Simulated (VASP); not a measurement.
# LiH (F-43m) in VASP: further runs, part 2 of 2

VASP 6.6.1. Earlier steps stand in the parts before.

### 4 Single point, r2SCAN

POSCAR reads:

```
LiH
1.0
    0.0000000000      2.1451220101      2.1451220101
    2.1451220101      0.0000000000      2.1451220101
    2.1451220101      2.1451220101      0.0000000000
Li H
1 1
Direct
    0.0000000000      0.0000000000      0.0000000000
    0.2500000000      0.2500000000      0.2500000000
```

INCAR.step1 reads:

```
SYSTEM = LiH
ALGO = Normal ; EDIFF = 1E-4
ENCUT = 520 ; GGA = PE
ISMEAR = 0 ; LASPH = .True.
LCHARG = .False. ; LREAL = .False.
LWAVE = .True. ; NBANDS = 9
NELM = 100 ; PREC = Accurate
SIGMA = 0.01
```

INCAR.step2 reads:

```
SYSTEM = LiH
ALGO = Normal ; EDIFF = 1E-6
ENCUT = 520 ; ISIF = 2
ISMEAR = 0 ; ISTART = 1
LASPH = .True. ; LCHARG = .False.
LMIXTAU = .True. ; LREAL = .False.
LWAVE = .False. ; METAGGA = R2SCAN
NBANDS = 9 ; NELM = 100
PREC = Accurate ; SIGMA = 0.01
```

KPOINTS reads:

```
k-points
0
Gamma
  6 6 6
  0 0 0
```

Potentials or basis: VASP PAW PBE potentials, release 64 (Li_sv, H).

Started as:

```sh
$ cat potpaw_PBE.64/Li_sv/POTCAR potpaw_PBE.64/H/POTCAR > POTCAR
$ cp INCAR.step1 INCAR
$ mpirun -np 1 vasp_std > vasp.out
$ cp INCAR.step2 INCAR
$ mpirun -np 1 vasp_std > vasp.out
```

OUTCAR:

```text
SYSTEM = LiH
   EDIFF = 1E-6
   ENCUT = 520
   ISIF = 2
   ISMEAR = 0
   ISTART = 1
   LASPH = .True.
   LREAL = .False.
   METAGGA = R2SCAN
   NELM = 100
   PREC = Accurate

 ion  position               nearest neighbor table
   1  0.000  0.000  0.000-
   2  0.250  0.250  0.250-

  LATTYP: Found a face centered cubic cell.
 ALAT       =     4.2902440202

  Lattice vectors:

 A1 = (   0.0000000000,   2.1451220101,   2.1451220101)
 A2 = (   2.1451220101,   0.0000000000,   2.1451220101)
 A3 = (   2.1451220101,   2.1451220101,   0.0000000000)

Analysis of symmetry for initial positions (statically):
=====================================================================
 Subroutine PRICEL returns:
 Original cell was already a primitive cell.

 Routine SETGRP: Setting up the symmetry group for a
 face centered cubic supercell.

 Subroutine GETGRP returns: Found 24 space group operations
 (whereof 24 operations were pure point group operations)
 out of a pool of 48 trial point group operations.

The static configuration has the point symmetry T_d .

Analysis of symmetry for dynamics (positions and initial velocities):
=====================================================================
 Subroutine PRICEL returns:
 Original cell was already a primitive cell.

 Routine SETGRP: Setting up the symmetry group for a
 face centered cubic supercell.

 Subroutine GETGRP returns: Found 24 space group operations
 (whereof 24 operations were pure point group operations)
 out of a pool of 48 trial point group operations.

The dynamic configuration has the point symmetry T_d .

 Subroutine INISYM returns: Found 24 space group operations
 (whereof 24 operations are pure point group operations),
 and found     1 'primitive' translations

----------------------------------------------------------------------------------------

                                     Primitive cell

  volume of cell :      19.7418

  direct lattice vectors                    reciprocal lattice vectors
     0.000000000  2.145122010  2.145122010    -0.233086975  0.233086975  0.233086975
     2.145122010  0.000000000  2.145122010     0.233086975 -0.233086975  0.233086975
     2.145122010  2.145122010  0.000000000     0.233086975  0.233086975 -0.233086975

  length of vectors
     3.033660640  3.033660640  3.033660640     0.403718483  0.403718483  0.403718483

  position of ions in fractional coordinates (direct lattice)
     0.000000000  0.000000000  0.000000000
     0.250000000  0.250000000  0.250000000

  ion indices of the primitive-cell ions
   primitive index   ion index
                 1           1
                 2           2

----------------------------------------------------------------------------------------

 KPOINTS: k-points

Automatic generation of k-mesh.
 Grid dimensions read from file:
 generate k-points for:    6    6    6

 Generating k-lattice:

  Cartesian coordinates                     Fractional coordinates (reciprocal lattice)
    -0.038847829  0.038847829  0.038847829     0.166666667  0.000000000  0.000000000
     0.038847829 -0.038847829  0.038847829     0.000000000  0.166666667  0.000000000
     0.038847829  0.038847829 -0.038847829     0.000000000  0.000000000  0.166666667

  Length of vectors
     0.067286414  0.067286414  0.067286414

  Shift w.r.t. Gamma in fractional coordinates (k-lattice)
     0.000000000  0.000000000  0.000000000

 Subroutine IBZKPT returns following result:
 ===========================================

 Found     16 irreducible k-points:

 Following reciprocal coordinates:
            Coordinates               Weight
  0.000000  0.000000  0.000000      1.000000
  0.166667  0.000000  0.000000      8.000000
  0.333333  0.000000  0.000000      8.000000
  0.500000  0.000000  0.000000      4.000000
  0.166667  0.166667  0.000000      6.000000
  0.333333  0.166667  0.000000     24.000000
[... 8 lines left out ...]
 -0.333333  0.333333  0.166667     24.000000
 -0.333333  0.500000  0.166667     12.000000
   k-points           NKPTS =     16   k-points in BZ     NKDIM =     16   number of bands    NBANDS=      9
   number of dos      NEDOS =    301   number of ions     NIONS =      2
   total plane-waves  NPLWV =  13824
   dimension x,y,z NGX =    24 NGY =   24 NGZ =   24
   dimension x,y,z NGXF=    48 NGYF=   48 NGZF=   48
   ions per type =               1   1
   NGX,Y,Z   is equivalent  to a cutoff of  13.15, 13.15, 13.15 a.u.
   NGXF,Y,Z  is equivalent  to a cutoff of  26.30, 26.30, 26.30 a.u.
 SYSTEM =  LiH
   PREC   = accura    normal or accurate (medium, high low for compatibility)
   ISTART =      1    job   : 0-new  1-cont  2-samecut
   ICHARG =      0    charge: 1-file 2-atom 10-const
   ISPIN  =      1    spin polarized calculation?
   LNONCOLLINEAR =      F non collinear calculations
   LSORBIT =      F    spin-orbit coupling
   LASPH  =      T    aspherical Exc in radial PAW
   ENCUT  =  520.0 eV  38.22 Ry    6.18 a.u.   5.64  5.64  5.64*2*pi/ulx,y,z
   NELM   =    100;   NELMIN=  2; NELMDL=  0     # of ELM steps
   EDIFF  = 0.1E-05   stopping-criterion for ELM
   LREAL  =      F    real-space projection
   EDIFFG = 0.1E-04   stopping-criterion for IOM
   NSW    =      0    number of steps for IOM
   IBRION =     -1    ionic relax: 0-MD 1-quasi-New 2-CG
   NFREE  =      0    steps in history (QN), initial steepest desc. (CG)
   ISIF   =      2    stress and relaxation
   ISYM   =      2    0-nonsym 1-usesym 2-fastsym
   POTIM  = 0.5000    time-step for ionic-motion
   TEBEG  =    0.0;   TEEND  =   0.0 temperature during run
   PSTRESS=    0.0 pullay stress
   NELECT =       4.0000    total number of electrons
   NUPDOWN=      -1.0000    fix difference up-down
   EMIN   =  10.00;   EMAX   =-10.00  energy-range for DOS
   EFERMI =   0.00;   METHOD = LEGACY
   ISMEAR =     0;   SIGMA  =   0.01  broadening in eV -4-tet -1-fermi 0-gaus
   EFERMI_NEDOS =   21; number of points for ismear=-14 and -15
   IALGO  =     38    algorithm
   IMIX   =      4    mixing-type and parameters
     AMIX     =   0.40;   BMIX     =  1.00
     AMIX_MAG =   1.60;   BMIX_MAG =  1.00
  volume/ion in A,a.u.               =       9.87        66.61
  Fermi-wavevector in a.u.,A,eV,Ry     =   0.961537  1.817042 12.579322  0.924554
  Thomas-Fermi vector in A             =   2.090918
   LORBIT       =      0    0 simple, 1 ext, 2 COOP (PROOUT), +10 PAW based schemes
   METAGGA = R2SCAN    functional components
   LHFCALC =     F    Hartree Fock is set to
   AEXX    =    0.0000 exact exchange contribution
   IVDW    =     0    specifies the selected vdW correction
   LEPSILON=     F    determine dielectric tensor
   LRPA    =     F    only Hartree local field effects (RPA)
 non-spin polarized calculation
 Gauss-broadening in eV      SIGMA  =   0.01
  energy-cutoff  :      520.00
  volume of cell :       19.74
 maximum number of plane-waves:       544
 NGX is ok and might be reduce to    24
   NGX = 11   NGY = 11   NGZ = 11

 number of electron       3.9999993 magnetization

 Free energy of the ion-electron system (eV)
  ---------------------------------------------------
  ext. energy  EPLUGINS =         0.00000000
  ---------------------------------------------------
  free energy    TOTEN  =        -6.71042297 eV

  energy without entropy =       -6.71042297  energy(sigma->0) =       -6.71042297

 E-fermi :  -1.9021     XC(G=0):  -7.9618

 val. band max:       -2.0379988956   @ k =  -0.3333   0.5000   0.1667
 cond. band min:       2.8389869633   @ k =   0.5000   0.0000   0.0000
 fundamental gap:      4.8769858589
 Fermi energy:        -1.9020744176

 k-point     1 :       0.0000    0.0000    0.0000
  band No.  band energies     occupation
      1     -46.6771      2.00000
      2      -5.6314      2.00000
      3      12.1692      0.00000
      4      16.9199      0.00000
      5      16.9199      0.00000
      6      16.9209      0.00000
      7      18.5722      0.00000
      8      18.5722      0.00000
      9      18.5724      0.00000
[... 169 lines left out ...]
 k-point    16 :      -0.3333    0.5000    0.1667
  band No.  band energies     occupation
      1     -46.6472      2.00000
      2      -2.0380      2.00000
      3       5.6038      0.00000
      4       5.6114      0.00000
      5       9.9051      0.00000
      6      15.0397      0.00000
      7      19.2098      0.00000
      8      23.2475      0.00000
      9      27.8635      0.00000

------------------------ aborting loop because EDIFF is reached ----------------------------------------

  FORCE on cell =-STRESS in cart. coord.  units (eV):
  Direction    XX          YY          ZZ          XY          YZ          ZX
  --------------------------------------------------------------------------------------
  -------------------------------------------------------------------------------------
  Total       -0.0257988     -0.0257988     -0.0257988     -0.0000000     -0.0000000      0.0000000
  in kB       -2.0937476     -2.0937476     -2.0937476     -0.0000000     -0.0000000      0.0000000
  external PRESSURE =      -2.0937476 kB  Pullay stress =       0.0000000 kB

 VOLUME and BASIS-vectors are now :
 -----------------------------------------------------------------------------
  energy-cutoff  :      520.00
  volume of cell :       19.74
      direct lattice vectors                 reciprocal lattice vectors
     0.000000000  2.145122010  2.145122010    -0.233086975  0.233086975  0.233086975
     2.145122010  0.000000000  2.145122010     0.233086975 -0.233086975  0.233086975
     2.145122010  2.145122010  0.000000000     0.233086975  0.233086975 -0.233086975

 POSITION                                       TOTAL-FORCE (eV/Angst)
 -----------------------------------------------------------------------------------
      0.00000      0.00000      0.00000        -0.000000     -0.000000     -0.000000
      1.07256      1.07256      1.07256         0.000000      0.000000      0.000000
 -----------------------------------------------------------------------------------
    total drift:                                0.000000      0.000000     -0.000000

  FREE ENERGIE OF THE ION-ELECTRON SYSTEM (eV)
  ---------------------------------------------------
  free  energy   TOTEN  =        -6.7104229716 eV

  energy  without entropy=       -6.7104229716  energy(sigma->0) =       -6.71042297
```

Wall time 17 s (1 thread of Intel Xeon Platinum 8259CL at 2.50GHz (Skylake/Cascade Lake), shared host); peak memory 0.13 GiB.

Results:

```yaml
Free_energy: -6.7104 eV
Band_gap_on_the_k_mesh: 4.88 eV, indirect (least direct gap 5.85 eV)
```

Caveat: the k points lie up to 0.42 Å⁻¹ apart; the cutoff is under 1.25 times the usual one of these potentials, so pressure, stress and relaxed cells hold a basis-set (Pulay) error; the PAW data sets were made with another functional, which shifts forces and pressure a little. r2SCAN opens gaps a little over a GGA but as a rule still falls short of measured ones.

### 5 Single point, HSE06

POSCAR is that of step 4.

INCAR.step1 reads:

```
SYSTEM = LiH
ALGO = Normal
EDIFF = 1E-5
ENCUT = 520
GGA = PE
ISIF = 2
ISMEAR = 0
LASPH = .True.
LCHARG = .False.
LREAL = .False.
LWAVE = .True.
NBANDS = 9
NELM = 60
PREC = Accurate
SIGMA = 0.01
```

INCAR.step2 reads:

```
SYSTEM = LiH
ALGO = Normal
EDIFF = 1E-6
ENCUT = 520
GGA = PE
HFSCREEN = 0.2079
ISIF = 2
ISMEAR = 0
ISTART = 1
LASPH = .True.
LCHARG = .False.
LHFCALC = .True.
LREAL = .False.
LWAVE = .False.
NBANDS = 9
NELM = 60
PREC = Accurate
PRECFOCK = Normal
SIGMA = 0.01
```

KPOINTS is that of step 4.

Started as:

```sh
$ cat potpaw_PBE.64/Li_sv/POTCAR potpaw_PBE.64/H/POTCAR > POTCAR
$ cp INCAR.step1 INCAR
$ mpirun -np 1 vasp_std > vasp.out
$ cp INCAR.step2 INCAR
$ mpirun -np 1 vasp_std > vasp.out
```

It took 81 s on 1 thread of Intel Xeon Platinum 8259CL at 2.50GHz (Skylake/Cascade Lake), shared host; peak memory 0.23 GiB.

Results (log left out):

| Property | Result |
| --- | --- |
| Free energy | -6.6826 eV |
| Band gap on the k mesh | 5.34 eV, indirect (least direct gap 6.42 eV) |

Levels at points of the mesh, in eV from the valence-band top:
| k point | band 1 | band 2 | band 3 | band 4 | band 5 | band 6 | band 7 |
| --- | --- | --- | --- | --- | --- | --- | --- |
| (0.00, 0.00, 0.00) | -46.16 | -4.05 | 14.76 | 18.96 | 18.96 | 18.96 | 21.51 |
| (0.50, 0.00, 0.00) | -46.14 | -1.07 | 5.35 | 16.71 | 16.71 | 17.72 | 20.54 |
| (0.50, 0.50, 0.00) | -46.13 | -0.27 | 8.42 | 11.35 | 12.23 | 12.23 | 20.02 |

Caveat: the k points lie up to 0.42 Å⁻¹ apart; the cutoff is under 1.25 times the usual one of these potentials, so pressure, stress and relaxed cells hold a basis-set (Pulay) error; the PAW data sets were made with another functional, which shifts forces and pressure a little.

### 6 Summary

```csv
level,potentials or basis,k mesh,grid for exact exchange (PRECFOCK),screening parameter,gap on the mesh (eV)
LDA,"VASP PAW LDA potentials, release 64 (Li_sv, H)",6 × 6 × 6,-,-,4.04
PBE,"VASP PAW PBE potentials, release 64 (Li_sv, H)",8 × 8 × 8,-,-,4.20
r2SCAN,"VASP PAW PBE potentials, release 64 (Li_sv, H)",6 × 6 × 6,-,-,4.88
HSE06,"VASP PAW PBE potentials, release 64 (Li_sv, H)",6 × 6 × 6,Normal,0.2079 1/Å,5.34
```

Alike in all rows: task single point; no spin polarisation; cell as given; cutoff (eV) 520; smearing gaussian 0.01 eV.

Caveats: some runs use coarse meshes; the cutoff is under 1.25 times the usual one of these potentials, so pressure, stress and relaxed cells hold a basis-set (Pulay) error; the PAW data sets were made with another functional, which shifts forces and pressure a little (some runs).

Absolute energies hang on the potentials; compare differences alone.
